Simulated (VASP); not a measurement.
# SnO (Pmmn) in VASP: further runs

The runs below take SnO through single point, with PBEsol.

Program: VASP 6.6.1. These are calculated values, not measurements. Logs are shortened: lines on timing, memory, paths and dates and some standing lists are left out, and cuts for length are marked.

## (1) The cell of the first run

The structure is orthorhombic, space group Pmmn (No. 59). Conventional cell: a = 3.446 Å, b = 4.158 Å, c = 4.836 Å, α = 90.00°, β = 90.00°, γ = 90.00°. Within 2.7 Å of Sn (site symmetry mm2) lie 4 O at 2.07 to 2.38 Å. O (site symmetry mm2) has 4 Sn at 2.07 to 2.38 Å and 4 O at 2.70 Å within 2.8 Å.

## (2) Single point, PBEsol (strain +0.0937 x Voigt [1, -1, 0, 0, 0, 0])

Input file INCAR:

```
PREC = Accurate ; ENCUT = 520
EDIFF = 1E-6 ; ISMEAR = 0
SIGMA = 0.15 ; LREAL = F
LASPH = T ; NELM = 100
ALGO = Normal ; ISIF = 2
LWAVE = F ; LCHARG = F
GGA = PS ; NBANDS = 28
```

Input file KPOINTS:

```
regular mesh
0
Gamma
  12 12 10
```

Input file POSCAR:

```
SnO
1.0
    4.1582474000      0.0000000000      0.0000000000
    0.0000000000      3.4457526000      0.0000000000
    0.0000000000      0.0000000000      4.8360000000
Sn O
2 2
Direct
    0.0000000000      0.5000000000      0.2385000000
    0.5000000000      0.0000000000      0.7615000000
    0.0000000000      0.0000000000      0.0000000000
    0.5000000000      0.5000000000      0.0000000000
```

Potentials or basis: VASP PAW PBE potentials, release 64 (Sn_d, O).

Run with:

```
$ cat potpaw_PBE.64/Sn_d/POTCAR potpaw_PBE.64/O/POTCAR > POTCAR
$ mpirun -np 1 vasp_std > vasp.out
```

OUTCAR:

```text
PREC = Accurate
   ENCUT = 520
   EDIFF = 1E-6
   ISMEAR = 0
   LREAL = F
   LASPH = T
   NELM = 100
   ISIF = 2
   GGA = PS

 ion  position               nearest neighbor table
   1  0.000  0.500  0.239-   3 2.07   3 2.07   4 2.38   4 2.38   2 3.55   2 3.55   2 3.55   2 3.55
                             2 3.70   2 3.70   2 3.70   2 3.70
   2  0.500  0.000  0.761-   4 2.07   4 2.07   3 2.38   3 2.38   1 3.55   1 3.55   1 3.55   1 3.55
                             1 3.70   1 3.70   1 3.70   1 3.70
   3  0.000  0.000  0.000-   1 2.07   1 2.07   2 2.38   2 2.38
   4  0.500  0.500  0.000-   2 2.07   2 2.07   1 2.38   1 2.38

  LATTYP: Found a simple orthorhombic cell.
 ALAT       =     3.4457526000
 B/A-ratio  =     1.2067747986
 C/A-ratio  =     1.4034669813

  Lattice vectors:

 A1 = (   0.0000000000,  -3.4457526000,   0.0000000000)
 A2 = (   4.1582474000,   0.0000000000,   0.0000000000)
 A3 = (   0.0000000000,   0.0000000000,   4.8360000000)

Analysis of symmetry for initial positions (statically):
=====================================================================
 Subroutine PRICEL returns:
 Original cell was already a primitive cell.

 Routine SETGRP: Setting up the symmetry group for a
 simple orthorhombic supercell.

 Subroutine GETGRP returns: Found  8 space group operations
 (whereof  4 operations were pure point group operations)
 out of a pool of  8 trial point group operations.

The static configuration has the point symmetry C_2v.
 The point group associated with its full space group is D_2h.

Analysis of symmetry for dynamics (positions and initial velocities):
=====================================================================
 Subroutine PRICEL returns:
 Original cell was already a primitive cell.

 Routine SETGRP: Setting up the symmetry group for a
 simple orthorhombic supercell.

 Subroutine GETGRP returns: Found  8 space group operations
 (whereof  4 operations were pure point group operations)
 out of a pool of  8 trial point group operations.

The dynamic configuration has the point symmetry C_2v.
 The point group associated with its full space group is D_2h.

 Subroutine INISYM returns: Found  8 space group operations
 (whereof  4 operations are pure point group operations),
 and found     1 'primitive' translations

----------------------------------------------------------------------------------------

                                     Primitive cell

  volume of cell :      69.2916

  direct lattice vectors                    reciprocal lattice vectors
     4.158247400  0.000000000  0.000000000     0.240485932  0.000000000  0.000000000
     0.000000000  3.445752600  0.000000000     0.000000000  0.290212362  0.000000000
     0.000000000  0.000000000  4.836000000     0.000000000  0.000000000  0.206782465

  length of vectors
     4.158247400  3.445752600  4.836000000     0.240485932  0.290212362  0.206782465

  position of ions in fractional coordinates (direct lattice)
     0.000000000  0.500000000  0.238500000
     0.500000000  0.000000000  0.761500000
     0.000000000  0.000000000  0.000000000
     0.500000000  0.500000000  0.000000000

  ion indices of the primitive-cell ions
   primitive index   ion index
                 1           1
                 2           2
                 3           3
                 4           4

----------------------------------------------------------------------------------------

 KPOINTS: regular mesh

Automatic generation of k-mesh.
 Grid dimensions read from file:
 generate k-points for:   12   12   10

 Generating k-lattice:

  Cartesian coordinates                     Fractional coordinates (reciprocal lattice)
     0.020040494  0.000000000  0.000000000     0.083333333  0.000000000  0.000000000
     0.000000000  0.024184363  0.000000000     0.000000000  0.083333333  0.000000000
     0.000000000  0.000000000  0.020678246     0.000000000  0.000000000  0.100000000

  Length of vectors
     0.020040494  0.024184363  0.020678246

  Shift w.r.t. Gamma in fractional coordinates (k-lattice)
     0.000000000  0.000000000  0.000000000

 Subroutine IBZKPT returns following result:
 ===========================================

 Found    294 irreducible k-points:

 Following reciprocal coordinates:
            Coordinates               Weight
  0.000000  0.000000  0.000000      1.000000
  0.083333  0.000000  0.000000      2.000000
  0.166667  0.000000  0.000000      2.000000
  0.250000  0.000000  0.000000      2.000000
  0.333333  0.000000  0.000000      2.000000
  0.416667  0.000000  0.000000      2.000000
[... 16 lines left out ...]
  0.083333  0.250000  0.000000      4.000000
  0.166667  0.250000  0.000000      4.000000
 [... further k-points ...]
   k-points           NKPTS =    294   k-points in BZ     NKDIM =    294   number of bands    NBANDS=     28
   number of dos      NEDOS =    301   number of ions     NIONS =      4
   total plane-waves  NPLWV =  32256
   dimension x,y,z NGX =    32 NGY =   28 NGZ =   36
   dimension x,y,z NGXF=    64 NGYF=   56 NGZF=   72
   ions per type =               2   2
   NGX,Y,Z   is equivalent  to a cutoff of  12.79, 13.51, 12.38 a.u.
   NGXF,Y,Z  is equivalent  to a cutoff of  25.59, 27.02, 24.75 a.u.
 SYSTEM =  unknown system
   PREC   = accura    normal or accurate (medium, high low for compatibility)
   ISTART =      0    job   : 0-new  1-cont  2-samecut
   ICHARG =      2    charge: 1-file 2-atom 10-const
   ISPIN  =      1    spin polarized calculation?
   LNONCOLLINEAR =      F non collinear calculations
   LSORBIT =      F    spin-orbit coupling
   LASPH  =      T    aspherical Exc in radial PAW
   ENCUT  =  520.0 eV  38.22 Ry    6.18 a.u.   7.73  6.41  8.99*2*pi/ulx,y,z
   NELM   =    100;   NELMIN=  2; NELMDL= -5     # of ELM steps
   EDIFF  = 0.1E-05   stopping-criterion for ELM
   LREAL  =      F    real-space projection
   EDIFFG = 0.1E-04   stopping-criterion for IOM
   NSW    =      0    number of steps for IOM
   IBRION =     -1    ionic relax: 0-MD 1-quasi-New 2-CG
   NFREE  =      0    steps in history (QN), initial steepest desc. (CG)
   ISIF   =      2    stress and relaxation
   ISYM   =      2    0-nonsym 1-usesym 2-fastsym
   POTIM  = 0.5000    time-step for ionic-motion
   TEBEG  =    0.0;   TEEND  =   0.0 temperature during run
   PSTRESS=    0.0 pullay stress
   NELECT =      40.0000    total number of electrons
   NUPDOWN=      -1.0000    fix difference up-down
   EMIN   =  10.00;   EMAX   =-10.00  energy-range for DOS
   EFERMI =   0.00;   METHOD = LEGACY
   ISMEAR =     0;   SIGMA  =   0.15  broadening in eV -4-tet -1-fermi 0-gaus
   EFERMI_NEDOS =   21; number of points for ismear=-14 and -15
   IALGO  =     38    algorithm
   IMIX   =      4    mixing-type and parameters
     AMIX     =   0.40;   BMIX     =  1.00
     AMIX_MAG =   1.60;   BMIX_MAG =  1.00
  volume/ion in A,a.u.               =      17.32       116.90
  Fermi-wavevector in a.u.,A,eV,Ry     =   1.363122  2.575926 25.280991  1.858100
  Thomas-Fermi vector in A             =   2.489552
   LORBIT       =      0    0 simple, 1 ext, 2 COOP (PROOUT), +10 PAW based schemes
   GGA     = PS    functional components
   LHFCALC =     F    Hartree Fock is set to
   AEXX    =    0.0000 exact exchange contribution
   IVDW    =     0    specifies the selected vdW correction
   LEPSILON=     F    determine dielectric tensor
   LRPA    =     F    only Hartree local field effects (RPA)
 non-spin polarized calculation
 Gauss-broadening in eV      SIGMA  =   0.15
  energy-cutoff  :      520.00
  volume of cell :       69.29
 maximum number of plane-waves:      1900
 NGX is ok and might be reduce to    32
   NGX = 15   NGY = 13   NGZ = 17

 number of electron      39.9999990 magnetization

 Free energy of the ion-electron system (eV)
  ---------------------------------------------------
  ext. energy  EPLUGINS =         0.00000000
  ---------------------------------------------------
  free energy    TOTEN  =       -23.91492861 eV

  energy without entropy =      -23.91373973  energy(sigma->0) =      -23.91433417

 E-fermi :   7.3007     XC(G=0): -10.5291

 val. band max:        7.2962871841   @ k =   0.0000   0.1667   0.0000
 cond. band min:       7.3451933937   @ k =   0.5000   0.5000   0.1000
 fundamental gap:      0.0489062097
 Fermi energy:         7.3006810508

 k-point     1 :       0.0000    0.0000    0.0000
  band No.  band energies     occupation
      1     -14.9406      2.00000
      2     -14.6050      2.00000
      3     -14.3710      2.00000
      4     -14.3586      2.00000
      5     -14.3052      2.00000
      6     -14.2979      2.00000
[... 20 lines left out ...]
     27      14.6620      0.00000
     28      15.7277      0.00000

 k-point     2 :       0.0833    0.0000    0.0000
  band No.  band energies     occupation
      1     -14.9373      2.00000
      2     -14.6145      2.00000
      3     -14.3691      2.00000
      4     -14.3572      2.00000
      5     -14.3055      2.00000
      6     -14.2960      2.00000
[... 20 lines left out ...]
     27      14.6817      0.00000
     28      15.7836      0.00000

 k-point     3 :       0.1667    0.0000    0.0000
  band No.  band energies     occupation
      1     -14.9271      2.00000
      2     -14.6416      2.00000
      3     -14.3635      2.00000
      4     -14.3532      2.00000
      5     -14.3063      2.00000
      6     -14.2905      2.00000
[... 20 lines left out ...]
     27      14.7314      0.00000
     28      15.9759      0.00000

 k-point     4 :       0.2500    0.0000    0.0000
  band No.  band energies     occupation
      1     -14.9101      2.00000
      2     -14.6817      2.00000
      3     -14.3547      2.00000
      4     -14.3470      2.00000
      5     -14.3079      2.00000
      6     -14.2820      2.00000
[... 578 lines left out ...]
     27      13.4328      0.00000
     28      17.4623      0.00000

 k-point    23 :       0.0833    0.2500    0.0000
  band No.  band energies     occupation
      1     -14.9211      2.00000
      2     -14.7018      2.00000
      3     -14.3682      2.00000
      4     -14.3543      2.00000
      5     -14.3459      2.00000
      6     -14.3246      2.00000
[... 20 lines left out ...]
     27      13.7595      0.00000
     28      16.6901      0.00000

 k-point    24 :       0.1667    0.2500    0.0000
  band No.  band energies     occupation
      1     -14.9162      2.00000
      2     -14.7250      2.00000
      3     -14.3713      2.00000
      4     -14.3521      2.00000
      5     -14.3345      2.00000
      6     -14.3236      2.00000
[... 20 lines left out ...]
     27      14.4918      0.00000
     28      15.7852      0.00000

 [... further k-points ...]

------------------------ aborting loop because EDIFF is reached ----------------------------------------

  FORCE on cell =-STRESS in cart. coord.  units (eV):
  Direction    XX          YY          ZZ          XY          YZ          ZX
  --------------------------------------------------------------------------------------
  -------------------------------------------------------------------------------------
  Total       -1.3434188      5.1748245      1.7360283      0.0000000      0.0000000      0.0000000
  in kB      -31.0628486    119.6535251     40.1408606      0.0000000      0.0000000      0.0000000
  external PRESSURE =      42.9105123 kB  Pullay stress =       0.0000000 kB

 VOLUME and BASIS-vectors are now :
 -----------------------------------------------------------------------------
  energy-cutoff  :      520.00
  volume of cell :       69.29
      direct lattice vectors                 reciprocal lattice vectors
     4.158247400  0.000000000  0.000000000     0.240485932  0.000000000  0.000000000
     0.000000000  3.445752600  0.000000000     0.000000000  0.290212362  0.000000000
     0.000000000  0.000000000  4.836000000     0.000000000  0.000000000  0.206782465

 POSITION                                       TOTAL-FORCE (eV/Angst)
 -----------------------------------------------------------------------------------
      0.00000      1.72288      1.15339         0.000000      0.000000      0.956450
      2.07912      0.00000      3.68261         0.000000      0.000000     -0.956450
      0.00000      0.00000      0.00000         0.000000      0.000000     -1.421972
      2.07912      1.72288      0.00000         0.000000      0.000000      1.421972
 -----------------------------------------------------------------------------------
    total drift:                                0.000000     -0.000000      0.000000

  FREE ENERGIE OF THE ION-ELECTRON SYSTEM (eV)
  ---------------------------------------------------
  free  energy   TOTEN  =       -23.9149286090 eV

  energy  without entropy=      -23.9137397349  energy(sigma->0) =      -23.91433417
```

It took 3 min on 1 thread of AMD EPYC 9R45 (Zen 5), shared host; peak memory 0.5 GiB.

What came out:

- Free energy: -23.9149 eV
- Pressure: 4.3 GPa
- Largest force: 1.422 eV/Å
- Band gap on the k mesh: zero (bands 20 and 21 overlap by 0.10 eV)

Forces in eV/Å, atoms in the order of the input:
```
Sn   0.000  0.000  0.956
Sn   0.000  0.000 -0.956
O    0.000  0.000 -1.422
O    0.000  0.000  1.422
```

Caveat: the cell differs from its parent crystal (strain +0.0937 x Voigt [1, -1, 0, 0, 0, 0]); the stress differs along the axes, from -3 to 12 GPa; semilocal functionals underestimate gaps, and a narrow one can read as zero; the PAW data sets were made with another functional, which shifts forces and pressure a little; spin-orbit coupling is left out, which moves the levels of the heavy elements.

[end of part 1 of 2]

The gap in the log of VASP goes by the Fermi energy; the results here count the filled bands.